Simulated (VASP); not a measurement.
# PbO2 (P4_2/mnm) in VASP: a series of runs

Runs on PbO2. Level: PBE. Tasks: single point, relaxation of cell and atoms.

Everything below comes from runs of VASP 6.6.1. Logs are shortened: lines on timing, memory, paths and dates and some standing lists are left out, and cuts for length are marked.

## 1. The cell of the first run

The structure is tetragonal, space group P4_2/mnm (No. 136). Conventional cell: a = 5.068 Å, b = 5.068 Å, c = 3.447 Å, α = 90.00°, β = 90.00°, γ = 90.00°. Within 2.9 Å of Pb (site symmetry mmm) lie 6 O at 2.21 Å. O (site symmetry m2m) has 3 Pb at 2.21 Å and 1 O at 2.76 Å within 2.9 Å.

## 2. Single point, PBE

Contents of INCAR:

```
SYSTEM = PbO2
PREC     = Accurate       ! precision mode
ENCUT    = 520            ! plane-wave cutoff, eV
EDIFF    = 1E-6           ! SCF threshold, eV
ISMEAR   = 0              ! smearing method
SIGMA    = 0.1            ! smearing width, eV
LREAL    = .FALSE.        ! projectors in reciprocal space
LASPH    = .TRUE.         ! aspherical terms in the spheres
NELM     = 100            ! most SCF steps
ALGO     = Normal         ! electronic algorithm
ISIF     = 2              ! what is computed and relaxed
LWAVE    = .FALSE.        ! write WAVECAR
LCHARG   = .TRUE.         ! write CHGCAR
GGA      = PE             ! functional
LELF     = .TRUE.         ! ELF
LVHAR    = .TRUE.       
NBANDS   = 35             ! bands
```

Contents of KPOINTS:

```
Automatic mesh
0
G
  4 4 6
  0 0 0
```

Contents of POSCAR:

```
PbO2
1.0
    5.0684945752      0.0000000000      0.0000000000
    0.0000000000      5.0684945752      0.0000000000
    0.0000000000      0.0000000000      3.4473403608
Pb O
2 4
Direct
    0.0000000000      0.0000000000      0.0000000000
    0.5000000000      0.5000000000      0.5000000000
    0.3078054061      0.3078054061      0.0000000000
    0.1921945939      0.8078054061      0.5000000000
    0.6921945939      0.6921945939      0.0000000000
    0.8078054061      0.1921945939      0.5000000000
```

Potentials or basis: VASP PAW PBE potentials, release 64 (Pb_d, O).

The run is started by

```
$ cat potpaw_PBE.64/Pb_d/POTCAR potpaw_PBE.64/O/POTCAR > POTCAR
$ mpirun -np 1 vasp_std > vasp.out
```

OUTCAR:

```text
SYSTEM = PbO2
   PREC = Accurate
   ENCUT = 520
   EDIFF = 1E-6
   ISMEAR = 0
   LREAL = .FALSE.
   LASPH = .TRUE.
   NELM = 100
   ISIF = 2
   GGA = PE

 ion  position               nearest neighbor table
   1  0.000  0.000  0.000-   3 2.21   5 2.21   4 2.21   6 2.21   4 2.21   6 2.21   2 3.98   2 3.98
                             2 3.98   2 3.98   2 3.98   2 3.98   2 3.98   2 3.98
   2  0.500  0.500  0.500-   4 2.21   6 2.21   5 2.21   3 2.21   3 2.21   5 2.21   1 3.98   1 3.98
                             1 3.98   1 3.98   1 3.98   1 3.98   1 3.98   1 3.98
   3  0.308  0.308  0.000-   1 2.21   2 2.21   2 2.21
   4  0.192  0.808  0.500-   2 2.21   1 2.21   1 2.21
   5  0.692  0.692  0.000-   1 2.21   2 2.21   2 2.21
   6  0.808  0.192  0.500-   2 2.21   1 2.21   1 2.21

  LATTYP: Found a simple tetragonal cell.
 ALAT       =     5.0684945752
 C/A-ratio  =     0.6801507449

  Lattice vectors:

 A1 = (   5.0684945752,   0.0000000000,   0.0000000000)
 A2 = (   0.0000000000,   5.0684945752,   0.0000000000)
 A3 = (   0.0000000000,   0.0000000000,   3.4473403608)

Analysis of symmetry for initial positions (statically):
=====================================================================
 Subroutine PRICEL returns:
 Original cell was already a primitive cell.

 Routine SETGRP: Setting up the symmetry group for a
 simple tetragonal supercell.

 Subroutine GETGRP returns: Found 16 space group operations
 (whereof  8 operations were pure point group operations)
 out of a pool of 16 trial point group operations.

The static configuration has the point symmetry D_2h.
 The point group associated with its full space group is D_4h.

Analysis of symmetry for dynamics (positions and initial velocities):
=====================================================================
 Subroutine PRICEL returns:
 Original cell was already a primitive cell.

 Routine SETGRP: Setting up the symmetry group for a
 simple tetragonal supercell.

 Subroutine GETGRP returns: Found 16 space group operations
 (whereof  8 operations were pure point group operations)
 out of a pool of 16 trial point group operations.

The dynamic configuration has the point symmetry D_2h.
 The point group associated with its full space group is D_4h.

 Subroutine INISYM returns: Found 16 space group operations
 (whereof  8 operations are pure point group operations),
 and found     1 'primitive' translations

----------------------------------------------------------------------------------------

                                     Primitive cell

  volume of cell :      88.5609

  direct lattice vectors                    reciprocal lattice vectors
     5.068494575  0.000000000  0.000000000     0.197297242  0.000000000  0.000000000
     0.000000000  5.068494575  0.000000000     0.000000000  0.197297242  0.000000000
     0.000000000  0.000000000  3.447340361     0.000000000  0.000000000  0.290078697

  length of vectors
     5.068494575  5.068494575  3.447340361     0.197297242  0.197297242  0.290078697

  position of ions in fractional coordinates (direct lattice)
     0.000000000  0.000000000  0.000000000
     0.500000000  0.500000000  0.500000000
     0.307805406  0.307805406  0.000000000
     0.192194594  0.807805406  0.500000000
     0.692194594  0.692194594  0.000000000
     0.807805406  0.192194594  0.500000000

  ion indices of the primitive-cell ions
   primitive index   ion index
                 1           1
                 2           2
                 3           3
                 4           4
                 5           5
                 6           6

----------------------------------------------------------------------------------------

 KPOINTS: Automatic mesh

Automatic generation of k-mesh.
 Grid dimensions read from file:
 generate k-points for:    4    4    6

 Generating k-lattice:

  Cartesian coordinates                     Fractional coordinates (reciprocal lattice)
     0.049324310  0.000000000  0.000000000     0.250000000  0.000000000  0.000000000
     0.000000000  0.049324310  0.000000000     0.000000000  0.250000000  0.000000000
     0.000000000  0.000000000  0.048346450     0.000000000  0.000000000  0.166666667

  Length of vectors
     0.049324310  0.049324310  0.048346450

  Shift w.r.t. Gamma in fractional coordinates (k-lattice)
     0.000000000  0.000000000  0.000000000

 Subroutine IBZKPT returns following result:
 ===========================================

 Found     24 irreducible k-points:

 Following reciprocal coordinates:
            Coordinates               Weight
  0.000000  0.000000  0.000000      1.000000
  0.250000  0.000000  0.000000      4.000000
  0.500000  0.000000  0.000000      2.000000
  0.250000  0.250000  0.000000      4.000000
  0.500000  0.250000  0.000000      4.000000
  0.500000  0.500000  0.000000      1.000000
[... 16 lines left out ...]
  0.500000  0.250000  0.500000      4.000000
  0.500000  0.500000  0.500000      1.000000
   k-points           NKPTS =     24   k-points in BZ     NKDIM =     24   number of bands    NBANDS=     35
   number of dos      NEDOS =    301   number of ions     NIONS =      6
   total plane-waves  NPLWV =  44800
   dimension x,y,z NGX =    40 NGY =   40 NGZ =   28
   dimension x,y,z NGXF=    80 NGYF=   80 NGZF=   56
   ions per type =               2   4
   NGX,Y,Z   is equivalent  to a cutoff of  13.12, 13.12, 13.50 a.u.
   NGXF,Y,Z  is equivalent  to a cutoff of  26.24, 26.24, 27.01 a.u.
 SYSTEM =  PbO2
   PREC   = accura    normal or accurate (medium, high low for compatibility)
   ISTART =      0    job   : 0-new  1-cont  2-samecut
   ICHARG =      2    charge: 1-file 2-atom 10-const
   ISPIN  =      1    spin polarized calculation?
   LNONCOLLINEAR =      F non collinear calculations
   LSORBIT =      F    spin-orbit coupling
   LASPH  =      T    aspherical Exc in radial PAW
   ENCUT  =  520.0 eV  38.22 Ry    6.18 a.u.   9.42  9.42  6.41*2*pi/ulx,y,z
   NELM   =    100;   NELMIN=  2; NELMDL= -5     # of ELM steps
   EDIFF  = 0.1E-05   stopping-criterion for ELM
   LREAL  =      F    real-space projection
   EDIFFG = 0.1E-04   stopping-criterion for IOM
   NSW    =      0    number of steps for IOM
   IBRION =     -1    ionic relax: 0-MD 1-quasi-New 2-CG
   NFREE  =      0    steps in history (QN), initial steepest desc. (CG)
   ISIF   =      2    stress and relaxation
   ISYM   =      2    0-nonsym 1-usesym 2-fastsym
   POTIM  = 0.5000    time-step for ionic-motion
   TEBEG  =    0.0;   TEEND  =   0.0 temperature during run
   PSTRESS=    0.0 pullay stress
   NELECT =      52.0000    total number of electrons
   NUPDOWN=      -1.0000    fix difference up-down
   EMIN   =  10.00;   EMAX   =-10.00  energy-range for DOS
   EFERMI =   0.00;   METHOD = LEGACY
   ISMEAR =     0;   SIGMA  =   0.10  broadening in eV -4-tet -1-fermi 0-gaus
   EFERMI_NEDOS =   21; number of points for ismear=-14 and -15
   IALGO  =     38    algorithm
   IMIX   =      4    mixing-type and parameters
     AMIX     =   0.40;   BMIX     =  1.00
     AMIX_MAG =   1.60;   BMIX_MAG =  1.00
  volume/ion in A,a.u.               =      14.76        99.61
  Fermi-wavevector in a.u.,A,eV,Ry     =   1.370867  2.590562 25.569096  1.879276
  Thomas-Fermi vector in A             =   2.496615
   LORBIT       =      0    0 simple, 1 ext, 2 COOP (PROOUT), +10 PAW based schemes
   GGA     = PE    functional components
   LHFCALC =     F    Hartree Fock is set to
   AEXX    =    0.0000 exact exchange contribution
   IVDW    =     0    specifies the selected vdW correction
   LEPSILON=     F    determine dielectric tensor
   LRPA    =     F    only Hartree local field effects (RPA)
 non-spin polarized calculation
 Gauss-broadening in eV      SIGMA  =   0.10
  energy-cutoff  :      520.00
  volume of cell :       88.56
 maximum number of plane-waves:      2417
 NGX is ok and might be reduce to    40
   NGX = 19   NGY = 19   NGZ = 13

 number of electron      51.9999985 magnetization

 Free energy of the ion-electron system (eV)
  ---------------------------------------------------
  ext. energy  EPLUGINS =         0.00000000
  ---------------------------------------------------
  free energy    TOTEN  =       -31.87319277 eV

  energy without entropy =      -31.87206251  energy(sigma->0) =      -31.87262764

 E-fermi :   3.8096     XC(G=0): -10.3936

 val. band max:        3.7048189259   @ k =   0.0000   0.0000   0.1667
 cond. band min:       3.8654903847   @ k =   0.0000   0.0000   0.0000
 fundamental gap:      0.1606714588
 Fermi energy:         3.8096273785

 k-point     1 :       0.0000    0.0000    0.0000
  band No.  band energies     occupation
      1     -14.2263      2.00000
      2     -14.1854      2.00000
      3     -12.6196      2.00000
      4     -12.6196      2.00000
      5     -11.7395      2.00000
      6     -11.5853      2.00000
[... 27 lines left out ...]
     34      14.3548      0.00000
     35      15.3851      0.00000

 k-point     2 :       0.2500    0.0000    0.0000
  band No.  band energies     occupation
      1     -14.0898      2.00000
      2     -14.0886      2.00000
      3     -13.0325      2.00000
      4     -12.8956      2.00000
      5     -11.5453      2.00000
      6     -11.5450      2.00000
[... 27 lines left out ...]
     34      15.2096      0.00000
     35      15.4533      0.00000

 k-point     3 :       0.5000    0.0000    0.0000
  band No.  band energies     occupation
      1     -13.9084      2.00000
      2     -13.9084      2.00000
      3     -13.2950      2.00000
      4     -13.2950      2.00000
      5     -11.5385      2.00000
      6     -11.5385      2.00000
[... 27 lines left out ...]
     34      15.0823      0.00000
     35      15.7584      0.00000

 k-point     4 :       0.2500    0.2500    0.0000
  band No.  band energies     occupation
      1     -14.1863      2.00000
      2     -13.9069      2.00000
      3     -13.3068      2.00000
      4     -12.6518      2.00000
      5     -11.5951      2.00000
      6     -11.5532      2.00000
[... 27 lines left out ...]
     34      15.1382      0.00000
     35      15.5092      0.00000

 k-point     5 :       0.5000    0.2500    0.0000
  band No.  band energies     occupation
      1     -14.0678      2.00000
      2     -14.0678      2.00000
      3     -12.9842      2.00000
      4     -12.9842      2.00000
      5     -11.5471      2.00000
      6     -11.5471      2.00000
[... 638 lines left out ...]
 k-point    22 :       0.2500    0.2500    0.5000
  band No.  band energies     occupation
      1     -14.0778      2.00000
      2     -13.8144      2.00000
      3     -13.4751      2.00000
      4     -12.9164      2.00000
      5     -11.5629      2.00000
      6     -11.4205      2.00000
[... 27 lines left out ...]
     34      14.4804      0.00000
     35      15.6885      0.00000

 k-point    23 :       0.5000    0.2500    0.5000
  band No.  band energies     occupation
      1     -13.9871      2.00000
      2     -13.9871      2.00000
      3     -13.1779      2.00000
      4     -13.1779      2.00000
      5     -11.4157      2.00000
      6     -11.4157      2.00000
[... 27 lines left out ...]
     34      13.9468      0.00000
     35      16.1546      0.00000

 k-point    24 :       0.5000    0.5000    0.5000
  band No.  band energies     occupation
      1     -13.8291      2.00000
      2     -13.8291      2.00000
      3     -13.4626      2.00000
      4     -13.4626      2.00000
      5     -11.3949      2.00000
      6     -11.3949      2.00000
[... 27 lines left out ...]
     34      13.3382      0.00000
     35      16.7739      0.00000

------------------------ aborting loop because EDIFF is reached ----------------------------------------

  FORCE on cell =-STRESS in cart. coord.  units (eV):
  Direction    XX          YY          ZZ          XY          YZ          ZX
  --------------------------------------------------------------------------------------
  -------------------------------------------------------------------------------------
  Total        0.2598832      0.2598832      0.2165844      0.0000000      0.0000000      0.0000000
  in kB        4.7016109      4.7016109      3.9182807      0.0000000      0.0000000      0.0000000
  external PRESSURE =       4.4405008 kB  Pullay stress =       0.0000000 kB

 VOLUME and BASIS-vectors are now :
 -----------------------------------------------------------------------------
  energy-cutoff  :      520.00
  volume of cell :       88.56
      direct lattice vectors                 reciprocal lattice vectors
     5.068494575  0.000000000  0.000000000     0.197297242  0.000000000  0.000000000
     0.000000000  5.068494575  0.000000000     0.000000000  0.197297242  0.000000000
     0.000000000  0.000000000  3.447340361     0.000000000  0.000000000  0.290078697

 POSITION                                       TOTAL-FORCE (eV/Angst)
 -----------------------------------------------------------------------------------
      0.00000      0.00000      0.00000         0.000000      0.000000     -0.000000
      2.53425      2.53425      1.72367         0.000000      0.000000     -0.000000
      1.56011      1.56011      0.00000         0.003790      0.003790     -0.000000
      0.97414      4.09436      1.72367        -0.003790      0.003790     -0.000000
      3.50838      3.50838      0.00000        -0.003790     -0.003790      0.000000
      4.09436      0.97414      1.72367         0.003790     -0.003790      0.000000
 -----------------------------------------------------------------------------------
    total drift:                               -0.000000      0.000000     -0.000000

  FREE ENERGIE OF THE ION-ELECTRON SYSTEM (eV)
  ---------------------------------------------------
  free  energy   TOTEN  =       -31.8731927731 eV

  energy  without entropy=      -31.8720625134  energy(sigma->0) =      -31.87262764
```

It took 54 s on 1 thread of Intel Xeon Platinum 8488C (Sapphire Rapids), shared host; peak memory 0.23 GiB.

Results:

* Free energy: -31.8732 eV
* Pressure: 0.4 GPa
* Largest force: 0.005 eV/Å
* Band gap on the k mesh: 0.16 eV, indirect (least direct gap 0.52 eV)

Forces on the atoms (eV/Å):
```
Pb   0.000  0.000  0.000
Pb   0.000  0.000  0.000
O    0.004  0.004  0.000
O   -0.004  0.004  0.000
O   -0.004 -0.004  0.000
O    0.004 -0.004  0.000
```

Levels at points of the mesh, in eV from the valence-band top:
```
           k point  band 22  band 23  band 24  band 25  band 26  band 27  band 28  band 29  band 30  band 31
(0.00, 0.00, 0.00)    -0.67    -0.57    -0.57    -0.48    -0.48     0.16     3.96     5.81     5.81     9.61
(0.50, 0.00, 0.00)    -1.20    -0.60    -0.60    -0.29    -0.29     2.17     2.17     6.40     6.40     9.47
(0.50, 0.50, 0.00)    -1.39    -0.62    -0.62    -0.38    -0.38     2.55     2.55     6.60     6.60     9.82
(0.00, 0.00, 0.50)    -1.88    -0.95    -0.95    -0.66    -0.66     3.47     3.47     8.69     8.69     9.50
(0.50, 0.00, 0.50)    -0.95    -0.64    -0.64    -0.20    -0.20     3.75     3.75     7.11     7.11     9.72
(0.50, 0.50, 0.50)    -1.84    -0.56    -0.56    -0.41    -0.41     2.61     2.61     8.21     8.21     9.52
```

Caveat: spin-orbit coupling is left out, which moves the levels of the heavy elements. A k mesh can miss the band edges.

[end of part 1 of 3]
